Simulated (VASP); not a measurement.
# Co (P6_3/mmc) in VASP: a series of runs

Aim: see how the results for Co move with the level of theory and the settings. Levels: RPBE+D3(BJ), BLYP+D3(BJ). Tasks: single point.

All numbers are computed with VASP 6.6.1; they aren't measurements. Logs are shortened: lines on timing, memory, paths and dates and some standing lists are left out, and cuts for length are marked.

**1. The cell of the first run**

It takes space group P6_3/mmc (No. 194, hexagonal). Conventional cell: a = 2.420 Å, b = 2.420 Å, c = 7.923 Å, α = 90.00°, β = 90.00°, γ = 120.00°. Within 3.2 Å of Co (site symmetry -6m2) lie 12 Co at 2.42 Å. Within 3.2 Å of Co (site symmetry -3m) lie 12 Co at 2.42 Å.

**2. Single point, RPBE+D3(BJ), collinear spin, ferromagnetic start**

INCAR

```
SYSTEM = Co
PREC     = Accurate       ! precision mode
ENCUT    = 520            ! plane-wave cutoff, eV
EDIFF    = 1E-7           ! SCF threshold, eV
ISMEAR   = -1             ! smearing method
SIGMA    = 0.05           ! smearing width, eV
LREAL    = .False.        ! projectors in reciprocal space
LASPH    = .True.         ! aspherical terms in the spheres
NELM     = 150            ! most SCF steps
ALGO     = Fast           ! electronic algorithm
ISIF     = 2              ! what is computed and relaxed
LWAVE    = .False.        ! write WAVECAR
LCHARG   = .False.        ! write CHGCAR
ISPIN    = 2              ! spin polarisation
MAGMOM   = 2 2 2 2        ! initial moments
LORBIT   = 11             ! projections on sites
LMAXMIX  = 4              ! l up to which the mixer works
GGA      = RP             ! functional
IVDW     = 12             ! dispersion correction
NBANDS   = 30             ! bands
```

KPOINTS

```
regular mesh
0
Gamma
  12 12 4
  0 0 0
```

POSCAR

```
Co
1.0
    2.4201280013      0.0000000000      0.0000000000
   -1.2100640007      2.0958923296      0.0000000000
    0.0000000000      0.0000000000      7.9231214745
Co
4
Direct
    0.6666666667      0.3333333333      0.7500000000
    0.0000000000      0.0000000000      0.5000000000
    0.3333333333      0.6666666667      0.2500000000
    0.0000000000      0.0000000000      0.0000000000
```

Potentials or basis: VASP PAW PBE potentials, release 64 (Co).

The run is started by

```sh
> cat potpaw_PBE.64/Co/POTCAR > POTCAR
> mpirun -np 1 vasp_std > vasp.out
```

OUTCAR:

```text
SYSTEM = Co
   PREC = Accurate
   ENCUT = 520
   EDIFF = 1E-7
   ISMEAR = -1
   LREAL = .False.
   LASPH = .True.
   NELM = 150
   ISIF = 2
   ISPIN = 2
   LORBIT = 11
   GGA = RP
   IVDW = 12
 IVDW          = 12

 ion  position               nearest neighbor table
   1  0.667  0.333  0.750-   2 2.42   4 2.42   2 2.42   4 2.42   2 2.42   4 2.42
   2  0.000  0.000  0.500-   1 2.42   3 2.42   1 2.42   3 2.42   1 2.42   3 2.42
   3  0.333  0.667  0.250-   2 2.42   4 2.42   2 2.42   4 2.42   2 2.42   4 2.42
   4  0.000  0.000  0.000-   1 2.42   3 2.42   1 2.42   3 2.42   1 2.42   3 2.42

  LATTYP: Found a hexagonal cell.
 ALAT       =     2.4201280013
 C/A-ratio  =     3.2738439745

  Lattice vectors:

 A1 = (   2.4201280013,   0.0000000000,   0.0000000000)
 A2 = (  -1.2100640007,   2.0958923296,   0.0000000000)
 A3 = (   0.0000000000,   0.0000000000,   7.9231214745)

Analysis of symmetry for initial positions (statically):
=====================================================================
 Subroutine PRICEL returns:
 Original cell was already a primitive cell.

 Routine SETGRP: Setting up the symmetry group for a
 hexagonal supercell.

 Subroutine GETGRP returns: Found 24 space group operations
 (whereof 12 operations were pure point group operations)
 out of a pool of 24 trial point group operations.

The static configuration has the point symmetry D_3d.
 The point group associated with its full space group is D_6h.

Analysis of symmetry for dynamics (positions and initial velocities):
=====================================================================
 Subroutine PRICEL returns:
 Original cell was already a primitive cell.

 Routine SETGRP: Setting up the symmetry group for a
 hexagonal supercell.

 Subroutine GETGRP returns: Found 24 space group operations
 (whereof 12 operations were pure point group operations)
 out of a pool of 24 trial point group operations.

The dynamic configuration has the point symmetry D_3d.
 The point group associated with its full space group is D_6h.

Analysis of structural, dynamic, and magnetic symmetry:
=====================================================================
 Subroutine PRICEL returns:
 Original cell was already a primitive cell.

 Routine SETGRP: Setting up the symmetry group for a
 hexagonal supercell.

 Subroutine GETGRP returns: Found 24 space group operations
 (whereof 12 operations were pure point group operations)
 out of a pool of 24 trial point group operations.

The overall configuration has the point symmetry D_3d.
 The point group associated with its full space group is D_6h.
[... 131 lines left out ...]
   IVDW    =    12    specifies the selected vdW correction
   LEPSILON=     F    determine dielectric tensor
   LRPA    =     F    only Hartree local field effects (RPA)
 spin polarized calculation
 RMM-DIIS sequential band-by-band and
  energy-cutoff  :      520.00
  volume of cell :       40.19
 maximum number of plane-waves:      1110
 NGX is ok and might be reduce to    18
   NGX =  9   NGY =  9   NGZ = 29

 number of electron      35.9999975 magnetization       6.3106833

 Free energy of the ion-electron system (eV)
  ---------------------------------------------------
  ext. energy  EPLUGINS =         0.00000000
  ---------------------------------------------------
  free energy    TOTEN  =       -25.71559430 eV

  energy without entropy =      -25.68122452  energy(sigma->0) =      -25.69840941

 E-fermi :  11.5925     XC(G=0): -13.7574

 val. band max:       11.5830492167   @ k =   0.2500   0.1667   0.2500
 cond. band min:      11.5961845197   @ k =   0.0833  -0.0000   0.2500
 fundamental gap:      0.0131353029
 Fermi energy:        11.5925060146

 spin component 1

 k-point     1 :       0.0000    0.0000    0.0000
  band No.  band energies     occupation
      1       2.1763      1.00000
      2       4.4791      1.00000
      3       4.5046      1.00000
      4       6.0225      1.00000
      5       8.3757      1.00000
      6       8.4125      1.00000
[... 781 lines left out ...]
     29      27.0865      0.00000
     30      27.9548      0.00000

 [... further k-points ...]

 spin component 2

 k-point     1 :       0.0000    0.0000    0.0000
  band No.  band energies     occupation
      1       2.1517      1.00000
      2       4.5446      1.00000
      3       4.5473      1.00000
      4       6.9147      1.00000
      5       9.6763      1.00000
      6       9.7408      1.00000
[... 781 lines left out ...]
     29      27.4277      0.00000
     30      28.3273      0.00000

 [... further k-points ...]

------------------------ aborting loop because EDIFF is reached ----------------------------------------

 Edisp (eV)   -9.11303

 E8    (eV) :    -5.9013

  FORCE on cell =-STRESS in cart. coord.  units (eV):
  Direction    XX          YY          ZZ          XY          YZ          ZX
  --------------------------------------------------------------------------------------
  -------------------------------------------------------------------------------------
  Total      -1.83401    -1.83401    -2.86397     0.00000    -0.00000     0.00000
  in kB     -73.11533   -73.11533  -114.17623     0.00000    -0.00000     0.00000
  external pressure =      -86.80 kB  Pullay stress =        0.00 kB

 VOLUME and BASIS-vectors are now :
 -----------------------------------------------------------------------------
  energy-cutoff  :      520.00
  volume of cell :       40.19
      direct lattice vectors                 reciprocal lattice vectors
     2.420128001  0.000000000  0.000000000     0.413201285  0.238561873  0.000000000
    -1.210064001  2.095892330  0.000000000     0.000000000  0.477123746  0.000000000
     0.000000000  0.000000000  7.923121475     0.000000000  0.000000000  0.126212883

 POSITION                                       TOTAL-FORCE (eV/Angst)
 -----------------------------------------------------------------------------------
      1.21006      0.69863      5.94234        -0.000000      0.000000     -0.000000
      0.00000      0.00000      3.96156         0.000000      0.000000     -0.000000
     -0.00000      1.39726      1.98078         0.000000     -0.000000      0.000000
      0.00000      0.00000      0.00000         0.000000      0.000000     -0.000000
 -----------------------------------------------------------------------------------
    total drift:                                0.000000     -0.000000      0.000000

  FREE ENERGIE OF THE ION-ELECTRON SYSTEM (eV)
  ---------------------------------------------------
  free  energy   TOTEN  =       -34.8286264345 eV

  energy  without entropy=      -34.7942566559  energy(sigma->0) =      -34.81144155

 total charge

# of ion       s       p       d       tot
------------------------------------------
    1        0.526   0.598   7.310   8.434
    2        0.526   0.593   7.319   8.439
    3        0.526   0.598   7.310   8.434
    4        0.526   0.593   7.319   8.439
--------------------------------------------------
tot          2.105   2.382  29.259  33.745

 magnetization (x)

# of ion       s       p       d       tot
------------------------------------------
    1       -0.015  -0.057   1.667   1.594
    2       -0.016  -0.054   1.643   1.572
    3       -0.015  -0.057   1.667   1.594
    4       -0.016  -0.054   1.643   1.572
--------------------------------------------------
tot         -0.063  -0.223   6.619   6.333
```

OSZICAR:

```text
N       E                     dE             d eps       ncg     rms          rms(c)
DAV:   1     0.242676909100E+03    0.24268E+03   -0.15546E+04  7016   0.165E+03
DAV:   2    -0.138023552923E+02   -0.25648E+03   -0.23872E+03  6852   0.312E+02
[... 11 lines left out ...]
RMM:  14    -0.257155978093E+02   -0.24524E-04   -0.20133E-04  9874   0.698E-02    0.572E-02
RMM:  15    -0.257155971385E+02    0.67078E-06   -0.23370E-05  9551   0.259E-02    0.360E-02
RMM:  16    -0.257155922991E+02    0.48394E-05   -0.75398E-06  8929   0.170E-02    0.805E-03
RMM:  17    -0.257155935439E+02   -0.12449E-05   -0.22951E-06  9797   0.775E-03    0.414E-03
RMM:  18    -0.257155942767E+02   -0.73277E-06   -0.30139E-07  5940   0.308E-03    0.120E-03
RMM:  19    -0.257155943025E+02   -0.25780E-07   -0.80858E-08  4184   0.205E-03
   1 F= -.34828626E+02 E0= -.34811442E+02  d E =-.343698E-01  mag=     6.3106
```

Run time: 1.7 min. Hardware: 1 thread of Intel Xeon 6975P-C (Granite Rapids), shared host; peak memory 0.23 GiB.

What came out:

```
Free energy                                           : -34.8286 eV
Pressure                                              : -8.7 GPa
Net moment                                            : 6.31 μB per cell
Site moments                                          : Co +1.59, +1.57 μB
Valence electrons inside the program's atomic spheres : Co 8.43, 8.44
Dispersion energy per atom                            : -2.278 eV
```

Levels at points of the mesh, in eV from the Fermi level:
Spin up:
```
           k point  band 17  band 18  band 19  band 20  band 21  band 22  band 23  band 24  band 25  band 26
(0.00, 0.00, 0.00)    -1.86    -1.50    -1.50    -1.16    -1.16    -0.73    -0.73    -0.32     6.84    15.55
(0.50, 0.00, 0.00)    -0.55    -0.46    -0.45    -0.43     0.30     1.47     2.76     3.42     7.64     7.66
(0.00, 0.00, 0.50)    -1.67    -1.67    -1.67    -1.67    -0.92    -0.92    -0.92    -0.92     9.88     9.88
(0.50, 0.00, 0.50)    -0.60    -0.60    -0.47    -0.47     1.41     1.41     3.07     3.07     7.97     7.97
```
Spin down:
| k point | band 12 | band 13 | band 14 | band 15 | band 16 | band 17 |
| --- | --- | --- | --- | --- | --- | --- |
| (0.00, 0.00, 0.00) | -0.97 | -0.97 | -0.92 | -0.92 | -0.40 | 0.03 |
| (0.50, 0.00, 0.00) | -0.14 | -0.10 | 0.51 | 1.27 | 1.30 | 1.31 |
| (0.00, 0.00, 0.50) | -1.19 | -1.07 | -1.07 | -1.07 | -1.07 | 0.23 |
| (0.50, 0.00, 0.50) | -0.96 | -0.28 | -0.28 | 0.87 | 0.87 | 1.29 |

Caveat: the PAW data sets were made with another functional, which shifts forces and pressure a little; pairwise dispersion overbinds metals, which lowers pressure and volume.

(Part 1 of 2 ends here.)
